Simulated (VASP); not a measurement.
# Ca3Sn3N2 in VASP: further runs

Ca3Sn3N2 is run at these levels: PBE; tasks: relaxation of cell and atoms, single point.

Everything below comes from runs of VASP 6.6.1. Logs are shortened: lines on timing, memory, paths and dates and some standing lists are left out, and cuts for length are marked.

## (1) The cell of the first run

It takes space group P4/mmm (No. 123, tetragonal). The conventional cell has a = 3.500 Å, b = 3.500 Å, c = 13.800 Å, α = 90.00°, β = 90.00°, γ = 90.00°. Within 3.2 Å of Ca (site symmetry 4/mmm) lie 2 N at 2.42 Å. Within 3.6 Å of Ca (site symmetry 4mm) lie 4 N at 2.48 Å and 8 Ca at 3.36 to 3.50 Å and 4 Sn at 3.56 Å. Sn (site symmetry 4mm) has 1 N at 2.41 Å and 4 Sn at 3.23 Å within 3.3 Å. Within 4.2 Å of Sn (site symmetry 4/mmm) lie 12 Sn at 3.23 to 3.50 Å. N (site symmetry 4mm) has 1 Sn at 2.41 Å and 5 Ca at 2.42 to 2.48 Å within 3.2 Å.

## (2) Relaxation of cell and atoms, PBE

File INCAR:

```
SYSTEM = Ca3Sn3N2
PREC = Accurate
ENCUT = 600
EDIFF = 1E-7
ISMEAR = 0
SIGMA = 0.2
LREAL = .FALSE.
LASPH = .TRUE.
NELM = 80
ALGO = Normal
ISIF = 3
LWAVE = .FALSE.
LCHARG = .FALSE.
GGA = PE
IBRION = 2
NSW = 36
EDIFFG = -0.08
```

File KPOINTS:

```
regular mesh
0
G
  5 5 2
  0 0 0
```

File POSCAR:

```
Ca3Sn3N2
1.0
    3.5000000000      0.0000000000      0.0000000000
    0.0000000000      3.5000000000      0.0000000000
    0.0000000000      0.0000000000     13.8000000000
Ca Sn N
3 3 2
Direct
    0.0000000000      0.0000000000      0.0000000000
    0.5000000000      0.5000000000      0.8350000000
    0.5000000000      0.5000000000      0.1650000000
    0.0000000000      0.0000000000      0.6500000000
    0.0000000000      0.0000000000      0.3500000000
    0.5000000000      0.5000000000      0.5000000000
    0.0000000000      0.0000000000      0.8250000000
    0.0000000000      0.0000000000      0.1750000000
```

Potentials or basis: VASP PAW PBE potentials, release 64 (Ca_sv, Sn_d, N).

The run is started by

```
cat potpaw_PBE.64/Ca_sv/POTCAR potpaw_PBE.64/Sn_d/POTCAR potpaw_PBE.64/N/POTCAR > POTCAR
mpirun -np 1 vasp_std > vasp.out
```

OUTCAR:

```text
SYSTEM = Ca3Sn3N2
   PREC = Accurate
   ENCUT = 600
   EDIFF = 1E-7
   ISMEAR = 0
   LREAL = .FALSE.
   LASPH = .TRUE.
   NELM = 80
   ISIF = 3
   GGA = PE
   IBRION = 2
   NSW = 36
   EDIFFG = -0.08

 ion  position               nearest neighbor table
   1  0.000  0.000  0.000-   7 2.41   8 2.41
   2  0.500  0.500  0.835-
   3  0.500  0.500  0.165-
   4  0.000  0.000  0.650-   7 2.42   6 3.23   6 3.23   6 3.23   6 3.23
   5  0.000  0.000  0.350-   8 2.42   6 3.23   6 3.23   6 3.23   6 3.23
   6  0.500  0.500  0.500-   4 3.23   5 3.23   4 3.23   5 3.23   4 3.23   5 3.23   4 3.23   5 3.23

   7  0.000  0.000  0.825-   1 2.41   4 2.42
   8  0.000  0.000  0.175-   1 2.41   5 2.42

  LATTYP: Found a simple tetragonal cell.
 ALAT       =     3.5000000000
 C/A-ratio  =     3.9428571429

  Lattice vectors:

 A1 = (   3.5000000000,   0.0000000000,   0.0000000000)
 A2 = (   0.0000000000,   3.5000000000,   0.0000000000)
 A3 = (   0.0000000000,   0.0000000000,  13.8000000000)

Analysis of symmetry for initial positions (statically):
=====================================================================
 Subroutine PRICEL returns:
 Original cell was already a primitive cell.

 Routine SETGRP: Setting up the symmetry group for a
 simple tetragonal supercell.

 Subroutine GETGRP returns: Found 16 space group operations
 (whereof 16 operations were pure point group operations)
 out of a pool of 16 trial point group operations.

The static configuration has the point symmetry D_4h.

Analysis of symmetry for dynamics (positions and initial velocities):
=====================================================================
 Subroutine PRICEL returns:
 Original cell was already a primitive cell.

 Routine SETGRP: Setting up the symmetry group for a
 simple tetragonal supercell.

 Subroutine GETGRP returns: Found 16 space group operations
 (whereof 16 operations were pure point group operations)
 out of a pool of 16 trial point group operations.

The dynamic configuration has the point symmetry D_4h.

 Subroutine INISYM returns: Found 16 space group operations
 (whereof 16 operations are pure point group operations),
 and found     1 'primitive' translations

----------------------------------------------------------------------------------------

                                     Primitive cell

  volume of cell :     169.0500

  direct lattice vectors                    reciprocal lattice vectors
     3.500000000  0.000000000  0.000000000     0.285714286  0.000000000  0.000000000
     0.000000000  3.500000000  0.000000000     0.000000000  0.285714286  0.000000000
     0.000000000  0.000000000 13.800000000     0.000000000  0.000000000  0.072463768

  length of vectors
     3.500000000  3.500000000 13.800000000     0.285714286  0.285714286  0.072463768

  position of ions in fractional coordinates (direct lattice)
     0.000000000  0.000000000  0.000000000
     0.500000000  0.500000000  0.835000000
     0.500000000  0.500000000  0.165000000
     0.000000000  0.000000000  0.650000000
     0.000000000  0.000000000  0.350000000
     0.500000000  0.500000000  0.500000000
     0.000000000  0.000000000  0.825000000
     0.000000000  0.000000000  0.175000000

  ion indices of the primitive-cell ions
   primitive index   ion index
                 1           1
                 2           2
                 3           3
                 4           4
                 5           5
                 6           6
                 7           7
                 8           8

----------------------------------------------------------------------------------------

 KPOINTS: regular mesh

Automatic generation of k-mesh.
 Grid dimensions read from file:
 generate k-points for:    5    5    2

 Generating k-lattice:

  Cartesian coordinates                     Fractional coordinates (reciprocal lattice)
     0.057142857  0.000000000  0.000000000     0.200000000  0.000000000  0.000000000
     0.000000000  0.057142857  0.000000000     0.000000000  0.200000000  0.000000000
     0.000000000  0.000000000  0.036231884     0.000000000  0.000000000  0.500000000

  Length of vectors
     0.057142857  0.057142857  0.036231884

  Shift w.r.t. Gamma in fractional coordinates (k-lattice)
     0.000000000  0.000000000  0.000000000

 Subroutine IBZKPT returns following result:
 ===========================================

 Found     12 irreducible k-points:

 Following reciprocal coordinates:
            Coordinates               Weight
  0.000000  0.000000  0.000000      1.000000
  0.200000  0.000000  0.000000      4.000000
  0.400000  0.000000  0.000000      4.000000
  0.200000  0.200000  0.000000      4.000000
  0.400000  0.200000  0.000000      8.000000
  0.400000  0.400000  0.000000      4.000000
  0.000000  0.000000  0.500000      1.000000
  0.200000  0.000000  0.500000      4.000000
  0.400000  0.000000  0.500000      4.000000
  0.200000  0.200000  0.500000      4.000000
  0.400000  0.200000  0.500000      8.000000
  0.400000  0.400000  0.500000      4.000000
   k-points           NKPTS =     12   k-points in BZ     NKDIM =     12   number of bands    NBANDS=     49
   number of dos      NEDOS =    301   number of ions     NIONS =      8
   total plane-waves  NPLWV =  87808
   dimension x,y,z NGX =    28 NGY =   28 NGZ =  112
   dimension x,y,z NGXF=    56 NGYF=   56 NGZF=  224
   ions per type =               3   3   2
   NGX,Y,Z   is equivalent  to a cutoff of  13.30, 13.30, 13.49 a.u.
   NGXF,Y,Z  is equivalent  to a cutoff of  26.60, 26.60, 26.98 a.u.
 SYSTEM =  Ca3Sn3N2
   PREC   = accura    normal or accurate (medium, high low for compatibility)
   ISTART =      0    job   : 0-new  1-cont  2-samecut
   ICHARG =      2    charge: 1-file 2-atom 10-const
   ISPIN  =      1    spin polarized calculation?
   LNONCOLLINEAR =      F non collinear calculations
   LSORBIT =      F    spin-orbit coupling
   LASPH  =      T    aspherical Exc in radial PAW
   ENCUT  =  600.0 eV  44.10 Ry    6.64 a.u.   6.99  6.99 27.56*2*pi/ulx,y,z
   NELM   =     80;   NELMIN=  2; NELMDL= -5     # of ELM steps
   EDIFF  = 0.1E-06   stopping-criterion for ELM
   LREAL  =      F    real-space projection
   EDIFFG = -.8E-01   stopping-criterion for IOM
   NSW    =     36    number of steps for IOM
   IBRION =      2    ionic relax: 0-MD 1-quasi-New 2-CG
   NFREE  =      1    steps in history (QN), initial steepest desc. (CG)
   ISIF   =      3    stress and relaxation
   ISYM   =      2    0-nonsym 1-usesym 2-fastsym
   POTIM  = 0.5000    time-step for ionic-motion
   TEBEG  =    0.0;   TEEND  =   0.0 temperature during run
   PSTRESS=    0.0 pullay stress
   NELECT =      82.0000    total number of electrons
   NUPDOWN=      -1.0000    fix difference up-down
   EMIN   =  10.00;   EMAX   =-10.00  energy-range for DOS
   EFERMI =   0.00;   METHOD = LEGACY
   ISMEAR =     0;   SIGMA  =   0.20  broadening in eV -4-tet -1-fermi 0-gaus
   EFERMI_NEDOS =   21; number of points for ismear=-14 and -15
   IALGO  =     38    algorithm
   IMIX   =      4    mixing-type and parameters
     AMIX     =   0.40;   BMIX     =  1.00
     AMIX_MAG =   1.60;   BMIX_MAG =  1.00
  volume/ion in A,a.u.               =      21.13       142.60
  Fermi-wavevector in a.u.,A,eV,Ry     =   1.286296  2.430748 22.511634  1.654558
  Thomas-Fermi vector in A             =   2.418379
   LORBIT       =      0    0 simple, 1 ext, 2 COOP (PROOUT), +10 PAW based schemes
   GGA     = PE    functional components
   LHFCALC =     F    Hartree Fock is set to
   AEXX    =    0.0000 exact exchange contribution
   IVDW    =     0    specifies the selected vdW correction
   LEPSILON=     F    determine dielectric tensor
   LRPA    =     F    only Hartree local field effects (RPA)
 conjugate gradient relaxation of ions
 non-spin polarized calculation
 Gauss-broadening in eV      SIGMA  =   0.20
  energy-cutoff  :      600.00
  volume of cell :      169.05
 maximum number of plane-waves:      5668
 NGX is ok and might be reduce to    28
   NGX = 13   NGY = 13   NGZ = 55

--------------------------------------- Ionic step        1  -------------------------------------------

 number of electron      82.0000011 magnetization

 Free energy of the ion-electron system (eV)
  ---------------------------------------------------
  ext. energy  EPLUGINS =         0.00000000
  ---------------------------------------------------
  free energy    TOTEN  =       -36.16534839 eV

  energy without entropy =      -36.08235905  energy(sigma->0) =      -36.12385372

 E-fermi :   6.0676     XC(G=0): -10.1174

 val. band max:        5.9750140508   @ k =   0.4000   0.4000   0.0000
 cond. band min:       6.0693284101   @ k =   0.2000   0.0000   0.0000
 fundamental gap:      0.0943143594
 Fermi energy:         6.0676451966

 k-point     1 :       0.0000    0.0000    0.0000
  band No.  band energies     occupation
      1     -34.4874      2.00000
      2     -33.6225      2.00000
      3     -33.6199      2.00000
      4     -15.8642      2.00000
      5     -15.8163      2.00000
      6     -15.7962      2.00000
[... 732 lines left out ...]
  FREE ENERGIE OF THE ION-ELECTRON SYSTEM (eV)
  ---------------------------------------------------
  free  energy   TOTEN  =       -36.8696858230 eV

  energy  without entropy=      -36.7785017817  energy(sigma->0) =      -36.82409380

[... ionic steps 4 to 12 ...]

--------------------------------------- Ionic step       13  -------------------------------------------

 number of electron      81.9999975 magnetization

------------------------ aborting loop because EDIFF is reached ----------------------------------------

  FORCE on cell =-STRESS in cart. coord.  units (eV):
  Direction    XX          YY          ZZ          XY          YZ          ZX
  --------------------------------------------------------------------------------------
  -------------------------------------------------------------------------------------
  Total       -0.1478839     -0.1478839      0.1866603      0.0000000      0.0000000     -0.0000000
  in kB       -1.3211244     -1.3211244      1.6675339      0.0000000      0.0000000     -0.0000000
  external PRESSURE =      -0.3249050 kB  Pullay stress =       0.0000000 kB
[... 69 lines left out ...]
  energy  without entropy=      -36.8993749613  energy(sigma->0) =      -36.94398127

--------------------------------------- Ionic step       15  -------------------------------------------

 number of electron      81.9999979 magnetization

 Free energy of the ion-electron system (eV)
  ---------------------------------------------------
  ext. energy  EPLUGINS =         0.00000000
  ---------------------------------------------------
  free energy    TOTEN  =       -36.99024437 eV

  energy without entropy =      -36.89890319  energy(sigma->0) =      -36.94457378

 E-fermi :   5.7322     XC(G=0):  -9.8629

 val. band max:        5.6905859773   @ k =   0.2000   0.0000   0.0000
 cond. band min:       5.7389704840   @ k =   0.4000   0.2000   0.5000
 fundamental gap:      0.0483845067
 Fermi energy:         5.7322433284

 k-point     1 :       0.0000    0.0000    0.0000
  band No.  band energies     occupation
      1     -35.0217      2.00000
      2     -34.6998      2.00000
      3     -34.6982      2.00000
      4     -16.1208      2.00000
      5     -16.0830      2.00000
      6     -16.0769      2.00000
[... 648 lines left out ...]
  FREE ENERGIE OF THE ION-ELECTRON SYSTEM (eV)
  ---------------------------------------------------
  free  energy   TOTEN  =       -36.9902443715 eV

  energy  without entropy=      -36.8989031873  energy(sigma->0) =      -36.94457378

 reached required accuracy - stopping structural energy minimisation
```

It took 16 min on 1 thread of AMD EPYC 9R45 (Zen 5), shared host; peak memory 0.33 GiB.

What came out:

- Free energy: -36.9902 eV
- Relaxed volume: 22.34 Å³/atom
- Relaxed cell: a = 3.649 Å, b = 3.649 Å, c = 13.419 Å, α = 90.00°, β = 90.00°, γ = 90.00°
- Space group after relaxing (to 0.1 Å): P4/mmm (No. 123)
- Energy gained by relaxing: 103.1 meV/atom
- Ionic steps: 15
- Pressure after relaxing: 0.1 GPa
- Largest force after relaxing: 0.010 eV/Å
- Band gap on the k mesh: zero (bands 41 and 42 overlap by 2.04 eV)

Forces on the atoms (eV/Å):
```
Ca   0.000  0.000  0.000
Ca   0.000  0.000  0.010
Ca   0.000  0.000 -0.010
Sn   0.000  0.000 -0.007
Sn   0.000  0.000  0.007
Sn   0.000  0.000  0.000
N    0.000  0.000 -0.007
N    0.000  0.000  0.007
```

Step by step:
```
step  energy change (eV)  largest force (eV/Å)  pressure (GPa)  volume (Å³)
   1              0.0000                1.5787            2.69       169.05
   2             -0.5729                0.9508           -0.41       177.73
   3             -0.7043                0.5027           -1.79       185.92
   4             -0.7088                0.5675           -1.65       184.47
   5             -0.7654                0.3293            0.52       178.65
   6             -0.7664                0.3578            0.24       179.31
   7             -0.8050                0.1907            0.29       178.20
   8             -0.8110                0.1110            0.37       177.55
   9             -0.8156                0.0950           -0.12       179.11
  10             -0.8159                0.0902           -0.28       179.62
  11             -0.8194                0.0994           -0.15       179.47
  12             -0.8202                0.1844            0.01       179.30
  13             -0.8203                0.1610           -0.03       179.34
  14             -0.8232                0.0998           -0.01       179.08
  15             -0.8249                0.0098            0.06       178.69
```

Final structure:
```
CELL_PARAMETERS angstrom
3.64907 0.00000 0.00000
0.00000 3.64907 0.00000
0.00000 0.00000 13.41939
ATOMIC_POSITIONS crystal
Ca 0.00000 0.00000 0.00000
Ca 0.50000 0.50000 0.81616
Ca 0.50000 0.50000 0.18384
Sn 0.00000 0.00000 0.65805
Sn 0.00000 0.00000 0.34195
Sn 0.50000 0.50000 0.50000
N 0.00000 0.00000 0.81962
N 0.00000 0.00000 0.18038
```

Levels at points of the mesh, in eV from the Fermi level:
| k point | band 37 | band 38 | band 39 | band 40 | band 41 | band 42 | band 43 | band 44 | band 45 | band 46 |
| --- | --- | --- | --- | --- | --- | --- | --- | --- | --- | --- |
| (0.00, 0.00, 0.00) | -1.31 | -1.31 | -1.10 | 0.90 | 0.99 | 0.99 | 1.19 | 2.02 | 2.22 | 2.30 |
| (0.00, 0.00, 0.50) | -1.40 | -1.28 | -1.28 | 0.96 | 0.96 | 1.19 | 1.35 | 1.78 | 2.01 | 2.45 |

Caveat: spin-orbit coupling is left out, which moves the levels of the heavy elements.

## (3) Single point, PBE

This run uses another cell than the first one, of 22.23 Å³/atom.

File INCAR:

```
SYSTEM = Ca3Sn3N2
PREC = Accurate
ENCUT = 520
EDIFF = 1E-6
ISMEAR = 0
SIGMA = 0.2
LREAL = .FALSE.
LASPH = .TRUE.
NELM = 80
ALGO = Normal
ISIF = 2
LWAVE = .FALSE.
LCHARG = .FALSE.
GGA = PE
NBANDS = 51
```

File KPOINTS:

```
Automatic mesh
0
G
  6 6 2
  0 0 0
```

File POSCAR:

```
Ca3Sn3N2
1.0
    3.6571628190      0.0037466024      0.0002243942
    0.0037837067      3.6582478135     -0.0010354141
    0.0006854104     -0.0026989601     13.2918687256
Ca Sn N
3 3 2
Direct
   -0.0000085987      0.0000054810     -0.0000082686
    0.5000089551      0.4998960356      0.8139448043
    0.4999916613      0.5001097236      0.1860261077
    0.0000055973     -0.0002258614      0.6572692953
   -0.0000054878      0.0001721961      0.3427107467
    0.4999929634      0.5000309764      0.5000726920
    0.0000122496     -0.0001108478      0.8211297752
    0.0000026598      0.0001222966      0.1788548475
```

Potentials or basis: VASP PAW PBE potentials, release 64 (Ca_sv, Sn_d, N).

The run is started by

```
cat potpaw_PBE.64/Ca_sv/POTCAR potpaw_PBE.64/Sn_d/POTCAR potpaw_PBE.64/N/POTCAR > POTCAR
mpirun -np 1 vasp_std > vasp.out
```

Run time: 4.2 min. Hardware: 1 thread of AMD EPYC 9R45 (Zen 5), shared host; peak memory 0.43 GiB.

It converged, with:

| Quantity | Value |
| --- | --- |
| Free energy | -37.0581 eV |
| Pressure | 0.1 GPa |
| Largest force | 0.034 eV/Å |
| Band gap on the k mesh | zero (bands 41 and 42 overlap by 2.20 eV) |

Forces on the atoms (eV/Å):
```
Ca   0.000  0.000  0.000
Ca   0.000  0.000  0.003
Ca   0.000  0.000 -0.003
Sn   0.000  0.001 -0.033
Sn   0.000  0.000  0.034
Sn   0.000  0.000  0.000
N    0.000  0.000  0.003
N    0.000  0.000 -0.004
```

Stress tensor (GPa, compression positive):
```
 0.10 -0.04  0.00
-0.04  0.08  0.01
 0.00  0.01  0.22
```

Levels at points of the mesh, in eV from the Fermi level:
```
           k point  band 37  band 38  band 39  band 40  band 41  band 42  band 43  band 44  band 45  band 46
(0.00, 0.00, 0.00)    -1.18    -1.17    -0.98     1.06     1.08     1.12     1.26     2.14     2.34     2.39
(0.50, 0.00, 0.00)    -2.06    -2.04    -1.95    -0.53     0.03     0.48     0.89     2.23     3.18     3.20
(0.00, 0.50, 0.00)    -2.06    -2.04    -1.94    -0.53     0.03     0.48     0.89     2.23     3.18     3.19
(0.50, 0.50, 0.00)    -2.48    -2.00    -1.99    -1.27    -1.12    -1.12    -0.22    -0.04     0.76     0.77
(0.00, 0.00, 0.50)    -1.28    -1.15    -1.15     1.03     1.04     1.26     1.55     1.91     2.13     2.54
(0.50, 0.00, 0.50)    -2.60    -2.04    -1.94    -0.57     0.47     0.66     0.66     2.29     3.20     3.21
(0.00, 0.50, 0.50)    -2.60    -2.04    -1.94    -0.57     0.47     0.66     0.66     2.29     3.20     3.21
(0.50, 0.50, 0.50)    -2.12    -2.11    -2.06    -1.72    -0.99    -0.99    -0.38     0.19     0.66     0.67
```

Caveat: spin-orbit coupling is left out, which moves the levels of the heavy elements.

The gap in the log of VASP goes by the Fermi energy; the results here count the filled bands.